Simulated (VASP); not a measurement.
# MgO (Pm-3m) in VASP: a series of runs, part 2 of 2

VASP 6.6.1.

## Step 3: Relaxation of cell and atoms, r2SCAN

This run uses another cell than the first one, of 9.41 Å³/atom.

Input file POSCAR:

```
MgO
1.0
    2.6598216231      0.0000000000      0.0000000000
    0.0000000000      2.6598216231      0.0000000000
    0.0000000000      0.0000000000      2.6598216231
Mg O
1 1
Direct
    0.0000000000      0.0000000000      0.0000000000
    0.5000000000      0.5000000000      0.5000000000
```

Input file INCAR.step1:

```
  ALGO = Normal
  EDIFF = 1E-5
  EDIFFG = -0.005
  ENCUT = 920
  GGA = PE
  GGA_COMPAT = False
  IBRION = 2
  ISIF = 3
  ISMEAR = -1
  LASPH = True
  LCHARG = False
  LREAL = False
  LWAVE = True
  NELM = 120
  NELMIN = 4
  NSW = 100
  PREC = Accurate
  SIGMA = 0.02
```

Input file INCAR.step2:

```
  ALGO = Normal
  EDIFF = 1E-7
  EDIFFG = -0.005
  ENCUT = 920
  GGA_COMPAT = False
  IBRION = 2
  ISIF = 3
  ISMEAR = -1
  ISTART = 1
  LASPH = True
  LCHARG = False
  LMIXTAU = True
  LREAL = False
  LWAVE = False
  METAGGA = R2SCAN
  NELM = 120
  NELMIN = 4
  NSW = 80
  PREC = Accurate
  SIGMA = 0.02
```

Input file KPOINTS:

```
k-points
0
Gamma
  8 8 8
```

Potentials or basis: VASP PAW PBE potentials, release 64 (Mg_sv, O).

Started as:

```console
cat potpaw_PBE.64/Mg_sv/POTCAR potpaw_PBE.64/O/POTCAR > POTCAR
cp INCAR.step1 INCAR
mpirun -np 1 vasp_std > vasp.out
cp INCAR.step2 INCAR
mpirun -np 1 vasp_std > vasp.out
```

OUTCAR:

```text
EDIFF = 1E-7
   EDIFFG = -0.005
   ENCUT = 920
   IBRION = 2
   ISIF = 3
   ISMEAR = -1
   ISTART = 1
   LASPH = True
   LREAL = False
   METAGGA = R2SCAN
   NELM = 120
   NELMIN = 4
   NSW = 80
   PREC = Accurate

 ion  position               nearest neighbor table
   1  0.000  0.000  0.000-
   2  0.500  0.500  0.500-

  LATTYP: Found a simple cubic cell.
 ALAT       =     2.6598216231

  Lattice vectors:

 A1 = (   2.6598216231,   0.0000000000,   0.0000000000)
 A2 = (   0.0000000000,   2.6598216231,   0.0000000000)
 A3 = (   0.0000000000,   0.0000000000,   2.6598216231)

Analysis of symmetry for initial positions (statically):
=====================================================================
 Subroutine PRICEL returns:
 Original cell was already a primitive cell.

 Routine SETGRP: Setting up the symmetry group for a
 simple cubic supercell.

 Subroutine GETGRP returns: Found 48 space group operations
 (whereof 48 operations were pure point group operations)
 out of a pool of 48 trial point group operations.

The static configuration has the point symmetry O_h .

Analysis of symmetry for dynamics (positions and initial velocities):
=====================================================================
 Subroutine PRICEL returns:
 Original cell was already a primitive cell.

 Routine SETGRP: Setting up the symmetry group for a
 simple cubic supercell.

 Subroutine GETGRP returns: Found 48 space group operations
 (whereof 48 operations were pure point group operations)
 out of a pool of 48 trial point group operations.

The dynamic configuration has the point symmetry O_h .

 Subroutine INISYM returns: Found 48 space group operations
 (whereof 48 operations are pure point group operations),
 and found     1 'primitive' translations

----------------------------------------------------------------------------------------

[... 125 lines left out ...]
  energy-cutoff  :      920.00
  volume of cell :       18.82
 maximum number of plane-waves:      1222
 NGX is ok and might be reduce to    28
   NGX = 13   NGY = 13   NGZ = 13

--------------------------------------- Ionic step        1  -------------------------------------------

 number of electron      16.0000006 magnetization

 Free energy of the ion-electron system (eV)
  ---------------------------------------------------
  ext. energy  EPLUGINS =         0.00000000
  ---------------------------------------------------
  free energy    TOTEN  =       -14.52863297 eV

  energy without entropy =      -14.52863297  energy(sigma->0) =      -14.52863297

------------------------ aborting loop because EDIFF is reached ----------------------------------------

  FORCE on cell =-STRESS in cart. coord.  units (eV):
  Direction    XX          YY          ZZ          XY          YZ          ZX
  --------------------------------------------------------------------------------------
  -------------------------------------------------------------------------------------
  Total       -0.6708873     -0.6708873     -0.6708873     -0.0000000     -0.0000000      0.0000000
  in kB      -57.1218935    -57.1218935    -57.1218935     -0.0000000     -0.0000000      0.0000000
  external PRESSURE =     -57.1218935 kB  Pullay stress =       0.0000000 kB
[... 59 lines left out ...]
--------------------------------------- Ionic step        3  -------------------------------------------

 number of electron      15.9999997 magnetization

 Free energy of the ion-electron system (eV)
  ---------------------------------------------------
  ext. energy  EPLUGINS =         0.00000000
  ---------------------------------------------------
  free energy    TOTEN  =       -14.54109527 eV

  energy without entropy =      -14.54109527  energy(sigma->0) =      -14.54109527

 E-fermi :   4.8784     XC(G=0): -12.3242

 val. band max:        4.4998336781   @ k =   0.5000   0.5000   0.0000
 cond. band min:       7.9746460170   @ k =   0.0000   0.0000   0.0000
 fundamental gap:      3.4748123389
 Fermi energy:         4.8783773890

 k-point     1 :       0.0000    0.0000    0.0000
  band No.  band energies     occupation
      1     -73.1181      2.00000
      2     -38.1716      2.00000
      3     -38.1716      2.00000
      4     -38.1716      2.00000
      5     -15.0398      2.00000
      6       3.4509      2.00000
      7       3.4509      2.00000
      8       3.4509      2.00000
      9       7.9746      0.00000
     10      15.9795      0.00000
     11      15.9795      0.00000
     12      26.4625      0.00000
[... 331 lines left out ...]
 k-point    24 :       0.5000    0.3750    0.1250
  band No.  band energies     occupation
      1     -73.0935      2.00000
      2     -38.2798      2.00000
      3     -38.2595      2.00000
      4     -38.1675      2.00000
      5     -12.9927      2.00000
      6      -0.4781      2.00000
      7       0.3328      2.00000
      8       3.7346      2.00000
      9      11.4643      0.00000
     10      16.4206      0.00000
     11      16.9388      0.00000
     12      20.7616      0.00000

 [... further k-points ...]
[... 5 lines left out ...]
  --------------------------------------------------------------------------------------
  -------------------------------------------------------------------------------------
  Total       -0.0035540     -0.0035540     -0.0035540      0.0000000     -0.0000000      0.0000000
  in kB       -0.3140208     -0.3140208     -0.3140208      0.0000000     -0.0000000      0.0000000
  external PRESSURE =      -0.3140208 kB  Pullay stress =       0.0000000 kB
[... 17 lines left out ...]
  FREE ENERGIE OF THE ION-ELECTRON SYSTEM (eV)
  ---------------------------------------------------
  free  energy   TOTEN  =       -14.5410952735 eV

  energy  without entropy=      -14.5410952734  energy(sigma->0) =      -14.54109527

 reached required accuracy - stopping structural energy minimisation
```

OUTCAR.step1:

```text
EDIFF = 1E-5
   EDIFFG = -0.005
   ENCUT = 920
   GGA = PE
   IBRION = 2
   ISIF = 3
   ISMEAR = -1
   LASPH = True
[... 630 lines left out ...]
      0.00000      0.00000      0.00000        -0.000000      0.000000      0.000000
      1.33038      1.33038      1.33038         0.000000      0.000000      0.000000
 -----------------------------------------------------------------------------------
    total drift:                               -0.000000      0.000000      0.000000

  FREE ENERGIE OF THE ION-ELECTRON SYSTEM (eV)
  ---------------------------------------------------
  free  energy   TOTEN  =       -10.3887239485 eV

  energy  without entropy=      -10.3887239485  energy(sigma->0) =      -10.38872395

 reached required accuracy - stopping structural energy minimisation
```

OSZICAR.step1:

```text
N       E                     dE             d eps       ncg     rms          rms(c)
DAV:   1     0.164469730297E+03    0.16447E+03   -0.15098E+04   848   0.236E+03
DAV:   2    -0.546032827182E+01   -0.16993E+03   -0.15914E+03   904   0.507E+02
DAV:   3    -0.119724904334E+02   -0.65122E+01   -0.64669E+01  1052   0.985E+01
DAV:   4    -0.120905693178E+02   -0.11808E+00   -0.11804E+00   968   0.130E+01
DAV:   5    -0.120932435131E+02   -0.26742E-02   -0.26742E-02  1080   0.175E+00    0.865E+00
DAV:   6    -0.104656965866E+02    0.16275E+01   -0.37406E+00   916   0.184E+01    0.293E+00
DAV:   7    -0.104207302023E+02    0.44966E-01   -0.15026E-01   984   0.409E+00    0.169E+00
DAV:   8    -0.103894908020E+02    0.31239E-01   -0.53606E-02  1004   0.291E+00    0.305E-01
DAV:   9    -0.103886969536E+02    0.79385E-03   -0.69039E-03  1000   0.811E-01    0.131E-01
DAV:  10    -0.103887221479E+02   -0.25194E-04   -0.41611E-04   968   0.324E-01    0.453E-02
DAV:  11    -0.103887100630E+02    0.12085E-04   -0.55362E-05   988   0.979E-02    0.474E-03
DAV:  12    -0.103887097149E+02    0.34807E-06   -0.16606E-06   508   0.217E-02
   1 F= -.10388710E+02 E0= -.10388710E+02  d E =-.103887E+02
       N       E                     dE             d eps       ncg     rms          rms(c)
DAV:   1    -0.103888865115E+02   -0.17645E-03   -0.36116E-03  1004   0.106E+00    0.114E-01
DAV:   2    -0.103887484049E+02    0.13811E-03   -0.25776E-04   924   0.260E-01    0.504E-02
DAV:   3    -0.103887247386E+02    0.23666E-04   -0.61172E-05  1128   0.105E-01    0.826E-03
DAV:   4    -0.103887239485E+02    0.79010E-06   -0.37321E-06   644   0.201E-02
   2 F= -.10388724E+02 E0= -.10388724E+02  d E =-.142336E-04
```

Run time: 87 s. Hardware: 1 thread of Intel Xeon 6975P-C (Granite Rapids), shared host; peak memory 0.18 GiB.

What came out:

- Free energy: -14.5411 eV
- Relaxed volume: 9.07 Å³/atom
- Relaxed cell: a = 2.627 Å, b = 2.627 Å, c = 2.627 Å, α = 90.00°, β = 90.00°, γ = 90.00°
- Space group after relaxing (to 0.1 Å): Pm-3m (No. 221)
- Energy gained by relaxing: 6.2 meV/atom
- Ionic steps: 3
- Pressure after relaxing: 0.0 GPa
- Band gap on the k mesh: 3.47 eV (least direct gap 4.52 eV)

Step by step:
```csv
step,energy change (eV),largest force (eV/Å),pressure (GPa),volume (Å³)
1,0.0000,0.0000,-5.71,18.82
2,-0.0111,0.0000,1.91,17.92
3,-0.0125,0.0000,-0.03,18.13
```

Final structure:
```yaml
crystal:
  lattice:
    - [2.62719, 0.00000, 0.00000]
    - [0.00000, 2.62719, 0.00000]
    - [0.00000, 0.00000, 2.62719]
  atoms:
    - { symbol: Mg, position: [0.00000, 0.00000, 0.00000] }
    - { symbol: O, position: [0.50000, 0.50000, 0.50000] }
```

Caveat: the structure was generated, so it needn't be the stable form of MgO; the PAW data sets were made with another functional, which shifts forces and pressure a little.
